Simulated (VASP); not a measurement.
# Ge2Sb2Se (P-6m2) in VASP: a series of runs

The runs below take Ge2Sb2Se through relaxation of cell and atoms, single point, with PBE.

All numbers are computed with VASP 6.6.1; they aren't measurements. Logs are shortened: lines on timing, memory, paths and dates and some standing lists are left out, and cuts for length are marked.

### 1 The cell of the first run

Symmetry: P-6m2, No. 187, hexagonal system. The conventional cell has a = 4.378 Å, b = 4.378 Å, c = 8.265 Å, α = 90.00°, β = 90.00°, γ = 120.00°. Within 4.2 Å of Ge (site symmetry -6m2) lie 6 Sb at 3.10 Å and 2 Se at 4.13 Å. Within 3.3 Å of Ge (site symmetry -6m2) lie 3 Se at 2.53 Å. Within 4.1 Å of Sb (site symmetry 3m) lie 6 Ge at 3.10 to 3.44 Å and 3 Se at 3.44 Å and 1 Sb at 3.61 Å. Within 3.3 Å of Se (site symmetry -6m2) lie 3 Ge at 2.53 Å.

The cell was built from a structure type or drawn by symmetry, and may not be a known phase.

### 2 Relaxation of cell and atoms, PBE

The input, INCAR:

```
SYSTEM = Ge2Sb2Se
  PREC = Accurate
  ENCUT = 600
  EDIFF = 1E-6
  ISMEAR = 0
  SIGMA = 0.1
  LREAL = .FALSE.
  LASPH = .TRUE.
  NELM = 100
  ALGO = Normal
  ISIF = 3
  LWAVE = .FALSE.
  LCHARG = .FALSE.
  GGA = PE
  IBRION = 2
  NSW = 90
  EDIFFG = -0.04
```

The input, KPOINTS:

```
Automatic mesh
0
G
  6 6 2
  0 0 0
```

The input, POSCAR:

```
Ge2Sb2Se
1.0
    4.3781997600      0.0000000000      0.0000000000
   -2.1890998800      3.7916322200      0.0000000000
    0.0000000000      0.0000000000      8.2647736500
Ge Sb Se
2 2 1
Direct
    0.3333333300      0.6666666700      0.5000000000
    0.6666666700      0.3333333300      0.0000000000
    0.0000000000      0.0000000000      0.2818453200
    0.0000000000      0.0000000000      0.7181546800
    0.3333333300      0.6666666700      0.0000000000
```

Potentials or basis: VASP PAW PBE potentials, release 64 (Ge_d, Sb, Se).

Started as:

```bash
> cat potpaw_PBE.64/Ge_d/POTCAR potpaw_PBE.64/Sb/POTCAR potpaw_PBE.64/Se/POTCAR > POTCAR
> mpirun -np 1 vasp_std > vasp.out
```

OUTCAR:

```text
SYSTEM = Ge2Sb2Se
   PREC = Accurate
   ENCUT = 600
   EDIFF = 1E-6
   ISMEAR = 0
   LREAL = .FALSE.
   LASPH = .TRUE.
   NELM = 100
   ISIF = 3
   GGA = PE
   IBRION = 2
   NSW = 90
   EDIFFG = -0.04

 ion  position               nearest neighbor table
   1  0.333  0.667  0.500-   3 3.10   4 3.10   3 3.10   4 3.10   3 3.10   4 3.10
   2  0.667  0.333  0.000-   5 2.53   5 2.53   5 2.53
   3  0.000  0.000  0.282-   1 3.10   1 3.10   1 3.10   4 3.61
   4  0.000  0.000  0.718-   1 3.10   1 3.10   1 3.10   3 3.61
   5  0.333  0.667  0.000-   2 2.53   2 2.53   2 2.53

  LATTYP: Found a hexagonal cell.
 ALAT       =     4.3781997600
 C/A-ratio  =     1.8877104982

  Lattice vectors:

 A1 = (   4.3781997600,   0.0000000000,   0.0000000000)
 A2 = (  -2.1890998800,   3.7916322200,   0.0000000000)
 A3 = (   0.0000000000,   0.0000000000,   8.2647736500)

Analysis of symmetry for initial positions (statically):
=====================================================================
 Subroutine PRICEL returns:
 Original cell was already a primitive cell.

 Routine SETGRP: Setting up the symmetry group for a
 hexagonal supercell.

 Subroutine GETGRP returns: Found 12 space group operations
 (whereof 12 operations were pure point group operations)
 out of a pool of 24 trial point group operations.

The static configuration has the point symmetry D_3h.

Analysis of symmetry for dynamics (positions and initial velocities):
=====================================================================
 Subroutine PRICEL returns:
 Original cell was already a primitive cell.

 Routine SETGRP: Setting up the symmetry group for a
 hexagonal supercell.

 Subroutine GETGRP returns: Found 12 space group operations
 (whereof 12 operations were pure point group operations)
 out of a pool of 24 trial point group operations.

The dynamic configuration has the point symmetry D_3h.

 Subroutine INISYM returns: Found 12 space group operations
 (whereof 12 operations are pure point group operations),
 and found     1 'primitive' translations

----------------------------------------------------------------------------------------

                                     Primitive cell

  volume of cell :     137.1996

  direct lattice vectors                    reciprocal lattice vectors
     4.378199760  0.000000000  0.000000000     0.228404380  0.131869330  0.000000000
    -2.189099880  3.791632220  0.000000000     0.000000000  0.263738660  0.000000000
     0.000000000  0.000000000  8.264773650     0.000000000  0.000000000  0.120995449

  length of vectors
     4.378199760  4.378199764  8.264773650     0.263738660  0.263738660  0.120995449

  position of ions in fractional coordinates (direct lattice)
     0.333333330  0.666666670  0.500000000
     0.666666670  0.333333330  0.000000000
     0.000000000  0.000000000  0.281845320
     0.000000000  0.000000000  0.718154680
     0.333333330  0.666666670  0.000000000

  ion indices of the primitive-cell ions
   primitive index   ion index
                 1           1
                 2           2
                 3           3
                 4           4
                 5           5

----------------------------------------------------------------------------------------

 KPOINTS: Automatic mesh

Automatic generation of k-mesh.
 Grid dimensions read from file:
 generate k-points for:    6    6    2

 Generating k-lattice:

  Cartesian coordinates                     Fractional coordinates (reciprocal lattice)
     0.038067397  0.021978222  0.000000000     0.166666667 -0.000000000  0.000000000
     0.000000000  0.043956443  0.000000000     0.000000000  0.166666667  0.000000000
     0.000000000  0.000000000  0.060497725     0.000000000  0.000000000  0.500000000

  Length of vectors
     0.043956443  0.043956443  0.060497725

  Shift w.r.t. Gamma in fractional coordinates (k-lattice)
     0.000000000  0.000000000  0.000000000

 Subroutine IBZKPT returns following result:
 ===========================================

 Found     14 irreducible k-points:

 Following reciprocal coordinates:
            Coordinates               Weight
  0.000000  0.000000  0.000000      1.000000
  0.166667  0.000000  0.000000      6.000000
  0.333333 -0.000000  0.000000      6.000000
  0.500000 -0.000000  0.000000      3.000000
  0.166667  0.166667  0.000000      6.000000
  0.333333  0.166667  0.000000     12.000000
  0.333333  0.333333  0.000000      2.000000
  0.000000  0.000000  0.500000      1.000000
  0.166667  0.000000  0.500000      6.000000
  0.333333 -0.000000  0.500000      6.000000
  0.500000 -0.000000  0.500000      3.000000
  0.166667  0.166667  0.500000      6.000000
  0.333333  0.166667  0.500000     12.000000
  0.333333  0.333333  0.500000      2.000000
   k-points           NKPTS =     14   k-points in BZ     NKDIM =     14   number of bands    NBANDS=     26
   number of dos      NEDOS =    301   number of ions     NIONS =      5
   total plane-waves  NPLWV =  90720
   dimension x,y,z NGX =    36 NGY =   36 NGZ =   70
   dimension x,y,z NGXF=    72 NGYF=   72 NGZF=  140
   ions per type =               2   2   1
   NGX,Y,Z   is equivalent  to a cutoff of  13.67, 13.67, 14.08 a.u.
   NGXF,Y,Z  is equivalent  to a cutoff of  27.34, 27.34, 28.16 a.u.
 SYSTEM =  Ge2Sb2Se
   PREC   = accura    normal or accurate (medium, high low for compatibility)
   ISTART =      0    job   : 0-new  1-cont  2-samecut
   ICHARG =      2    charge: 1-file 2-atom 10-const
   ISPIN  =      1    spin polarized calculation?
   LNONCOLLINEAR =      F non collinear calculations
   LSORBIT =      F    spin-orbit coupling
   LASPH  =      T    aspherical Exc in radial PAW
   ENCUT  =  600.0 eV  44.10 Ry    6.64 a.u.   8.74  8.74 16.51*2*pi/ulx,y,z
   NELM   =    100;   NELMIN=  2; NELMDL= -5     # of ELM steps
   EDIFF  = 0.1E-05   stopping-criterion for ELM
   LREAL  =      F    real-space projection
   EDIFFG = -.4E-01   stopping-criterion for IOM
   NSW    =     90    number of steps for IOM
   IBRION =      2    ionic relax: 0-MD 1-quasi-New 2-CG
   NFREE  =      1    steps in history (QN), initial steepest desc. (CG)
   ISIF   =      3    stress and relaxation
   ISYM   =      2    0-nonsym 1-usesym 2-fastsym
   POTIM  = 0.5000    time-step for ionic-motion
   TEBEG  =    0.0;   TEEND  =   0.0 temperature during run
   PSTRESS=    0.0 pullay stress
   NELECT =      44.0000    total number of electrons
   NUPDOWN=      -1.0000    fix difference up-down
   EMIN   =  10.00;   EMAX   =-10.00  energy-range for DOS
   EFERMI =   0.00;   METHOD = LEGACY
   ISMEAR =     0;   SIGMA  =   0.10  broadening in eV -4-tet -1-fermi 0-gaus
   EFERMI_NEDOS =   21; number of points for ismear=-14 and -15
   IALGO  =     38    algorithm
   IMIX   =      4    mixing-type and parameters
     AMIX     =   0.40;   BMIX     =  1.00
     AMIX_MAG =   1.60;   BMIX_MAG =  1.00
  volume/ion in A,a.u.               =      27.44       185.17
  Fermi-wavevector in a.u.,A,eV,Ry     =   1.120576  2.117582 17.084720  1.255691
  Thomas-Fermi vector in A             =   2.257224
   LORBIT       =      0    0 simple, 1 ext, 2 COOP (PROOUT), +10 PAW based schemes
   GGA     = PE    functional components
   LHFCALC =     F    Hartree Fock is set to
   AEXX    =    0.0000 exact exchange contribution
   IVDW    =     0    specifies the selected vdW correction
   LEPSILON=     F    determine dielectric tensor
   LRPA    =     F    only Hartree local field effects (RPA)
 conjugate gradient relaxation of ions
 non-spin polarized calculation
 Gauss-broadening in eV      SIGMA  =   0.10
  energy-cutoff  :      600.00
  volume of cell :      137.20
 maximum number of plane-waves:      4635
 NGX is ok and might be reduce to    36
   NGX = 17   NGY = 17   NGZ = 33

--------------------------------------- Ionic step        1  -------------------------------------------

 number of electron      43.9999979 magnetization

 Free energy of the ion-electron system (eV)
  ---------------------------------------------------
  ext. energy  EPLUGINS =         0.00000000
  ---------------------------------------------------
  free energy    TOTEN  =       -18.88384632 eV

  energy without entropy =      -18.85958928  energy(sigma->0) =      -18.87171780

------------------------ aborting loop because EDIFF is reached ----------------------------------------

  FORCE on cell =-STRESS in cart. coord.  units (eV):
  Direction    XX          YY          ZZ          XY          YZ          ZX
  --------------------------------------------------------------------------------------
  -------------------------------------------------------------------------------------
  Total       -0.4627495     -0.4627495     -3.7529155      0.0000000      0.0000000      0.0000000
  in kB       -5.4038560     -5.4038560    -43.8254741      0.0000000      0.0000000      0.0000000
  external PRESSURE =     -18.2110620 kB  Pullay stress =       0.0000000 kB
[... 98 lines left out ...]
  FREE ENERGIE OF THE ION-ELECTRON SYSTEM (eV)
  ---------------------------------------------------
  free  energy   TOTEN  =       -19.0961654866 eV

  energy  without entropy=      -19.0737375144  energy(sigma->0) =      -19.08495150

 E-fermi :   5.1945     XC(G=0):  -9.5609

 val. band max:        5.1779740376   @ k =   0.0000   0.0000   0.5000
 cond. band min:       5.3239827218   @ k =   0.3333  -0.0000   0.0000
 fundamental gap:      0.1460086841
 Fermi energy:         5.1945090505

 k-point     1 :       0.0000    0.0000    0.0000
  band No.  band energies     occupation
      1     -19.7151      2.00000
      2     -19.7118      2.00000
      3     -19.7118      2.00000
      4     -19.7025      2.00000
      5     -19.7025      2.00000
      6     -19.4100      2.00000
[... 395 lines left out ...]
     25       7.0922      0.00000
     26       7.2133      0.00000

[... ionic steps 4 to 8 ...]

--------------------------------------- Ionic step        9  -------------------------------------------

 number of electron      43.9999984 magnetization

------------------------ aborting loop because EDIFF is reached ----------------------------------------

  FORCE on cell =-STRESS in cart. coord.  units (eV):
  Direction    XX          YY          ZZ          XY          YZ          ZX
  --------------------------------------------------------------------------------------
  -------------------------------------------------------------------------------------
  Total       -0.2562012     -0.2562012      1.1734185      0.0000000      0.0000000      0.0000000
  in kB       -2.8734830     -2.8734830     13.1607426      0.0000000      0.0000000      0.0000000
  external PRESSURE =       2.4712589 kB  Pullay stress =       0.0000000 kB
[... 63 lines left out ...]
  energy  without entropy=      -19.3084892716  energy(sigma->0) =      -19.31521160

--------------------------------------- Ionic step       11  -------------------------------------------

 number of electron      43.9999990 magnetization

 Free energy of the ion-electron system (eV)
  ---------------------------------------------------
  ext. energy  EPLUGINS =         0.00000000
  ---------------------------------------------------
  free energy    TOTEN  =       -19.33520457 eV

  energy without entropy =      -19.32351432  energy(sigma->0) =      -19.32935945

 E-fermi :   4.7676     XC(G=0):  -9.2988

 val. band max:        4.7263259863   @ k =   0.3333   0.1667   0.5000
 cond. band min:       4.8192565074   @ k =   0.5000  -0.0000   0.0000
 fundamental gap:      0.0929305211
 Fermi energy:         4.7675613504

 k-point     1 :       0.0000    0.0000    0.0000
  band No.  band energies     occupation
      1     -20.1114      2.00000
      2     -20.1000      2.00000
      3     -20.1000      2.00000
      4     -20.0953      2.00000
      5     -20.0953      2.00000
      6     -19.9300      2.00000
[... 427 lines left out ...]
  FREE ENERGIE OF THE ION-ELECTRON SYSTEM (eV)
  ---------------------------------------------------
  free  energy   TOTEN  =       -19.3352045731 eV

  energy  without entropy=      -19.3235143174  energy(sigma->0) =      -19.32935945

 reached required accuracy - stopping structural energy minimisation
```

Wall time 14 min (1 thread of Intel Xeon 8259CL, shared host); peak memory 0.34 GiB.

What came out:

```yaml
Free_energy: -19.3352 eV
Relaxed_volume: 28.77 Å³/atom
Relaxed_cell: a = 4.424 Å, b = 4.424 Å, c = 8.488 Å, α = 90.00°, β = 90.00°, γ = 120.00°
Space_group_after_relaxing_to_0.1_Å: P-6m2 (No. 187)
Energy_gained_by_relaxing: 90.3 meV/atom
Ionic_steps: 11
Pressure_after_relaxing: -0.2 GPa
Largest_force_after_relaxing: 0.009 eV/Å
Band_gap_on_the_k_mesh: zero (bands 22 and 23 overlap by 0.73 eV)
```

Forces in eV/Å, atoms in the order of the input:
```
Ge   0.000  0.000  0.000
Ge   0.000  0.000  0.000
Sb   0.000  0.000  0.009
Sb   0.000  0.000 -0.009
Se   0.000  0.000  0.000
```

Stress tensor (GPa, compression positive):
```
-0.20  0.00  0.00
 0.00 -0.20  0.00
 0.00  0.00 -0.08
```

Step by step:
| step | energy change (eV) | largest force (eV/Å) | pressure (GPa) | volume (Å³) |
| --- | --- | --- | --- | --- |
| 1 | 0.0000 | 1.0599 | -1.82 | 137.20 |
| 2 | -0.1817 | 0.7653 | 0.08 | 131.05 |
| 3 | -0.2123 | 0.5035 | 1.71 | 127.42 |
| 4 | -0.2778 | 0.4478 | 0.95 | 130.92 |
| 5 | -0.2963 | 0.1529 | -0.22 | 135.92 |
| 6 | -0.3011 | 0.2841 | 0.00 | 134.29 |
| 7 | -0.3663 | 0.1937 | -0.01 | 136.74 |
| 8 | -0.4380 | 0.3875 | 0.43 | 143.95 |
| 9 | -0.4414 | 0.2770 | 0.25 | 142.85 |
| 10 | -0.4381 | 0.2979 | -0.56 | 145.02 |
| 11 | -0.4514 | 0.0093 | -0.16 | 143.85 |

Final structure:
```
Ge Sb Se
1.0
     4.42383    0.00000    0.00000
    -2.21191    3.83115    0.00000
     0.00000    0.00000    8.48755
Ge Sb Se
2 2 1
Direct
  0.33333 0.66667 0.50000
  0.66667 0.33333 0.00000
  0.00000 0.00000 0.32460
  0.00000 0.00000 0.67540
  0.33333 0.66667 0.00000
```

Caveat: the k points lie up to 0.37 Å⁻¹ apart in the final cell, too coarse for converged energies and pressures of a metal; spin-orbit coupling is left out, which moves the levels of the heavy elements.

### 3 Single point, PBE

This run uses another cell than the first one, of 28.76 Å³/atom.

The input, INCAR:

```
SYSTEM = Ge2Sb2Se
ALGO = Normal
EDIFF = 1E-6
ENCUT = 520
GGA = PE
ISIF = 2
ISMEAR = 0
LASPH = .True.
LCHARG = .True.
LELF = .True.
LREAL = .False.
LVHAR = .True.
LWAVE = .False.
NBANDS = 30
NELM = 100
PREC = Accurate
SIGMA = 0.1
```

The input, KPOINTS:

```
k-points
0
Gamma
  12 12 6
  0 0 0
```

The input, POSCAR:

```
Ge2Sb2Se
1.0
    4.4491209112      0.0000000000      0.0000000000
   -2.2245604556      3.8530517336      0.0000000000
    0.0000000000      0.0000000000      8.3880839009
Ge Sb Se
2 2 1
Direct
    0.3333333333      0.6666666667      0.5000000000
    0.6666666667      0.3333333333      0.0000000000
    0.0000000000      0.0000000000      0.3252614064
    0.0000000000      0.0000000000      0.6747385936
    0.3333333333      0.6666666667      0.0000000000
```

Potentials or basis: VASP PAW PBE potentials, release 64 (Ge_d, Sb, Se).

Started as:

```bash
> cat potpaw_PBE.64/Ge_d/POTCAR potpaw_PBE.64/Sb/POTCAR potpaw_PBE.64/Se/POTCAR > POTCAR
> mpirun -np 1 vasp_std > vasp.out
```

Wall time 7.3 min (1 thread of Intel Xeon 8259CL, shared host); peak memory 0.49 GiB.

The run converged. Its results:

| Quantity | Value |
| --- | --- |
| Free energy | -19.3351 eV |
| Pressure | 0.0 GPa |
| Largest force | 0.019 eV/Å |
| Band gap on the k mesh | zero (bands 22 and 23 overlap by 1.10 eV) |

Forces on the atoms (eV/Å):
```
Ge   0.000  0.000  0.000
Ge   0.000  0.000  0.000
Sb   0.000  0.000 -0.019
Sb   0.000  0.000  0.019
Se   0.000  0.000  0.000
```

Levels at points of the mesh, in eV from the Fermi level:
| k point | band 20 | band 21 | band 22 | band 23 | band 24 | band 25 |
| --- | --- | --- | --- | --- | --- | --- |
| (0.00, 0.00, 0.00) | -1.69 | -1.60 | 0.79 | 0.98 | 0.98 | 1.24 |
| (0.50, 0.00, 0.00) | -1.27 | -0.96 | -0.49 | 0.11 | 0.14 | 1.96 |
| (0.00, 0.00, 0.50) | -1.67 | -0.15 | 0.44 | 0.44 | 0.61 | 1.88 |
| (0.50, 0.00, 0.50) | -2.39 | -1.81 | -1.09 | 0.48 | 1.27 | 2.53 |

Caveat: spin-orbit coupling is left out, which moves the levels of the heavy elements.
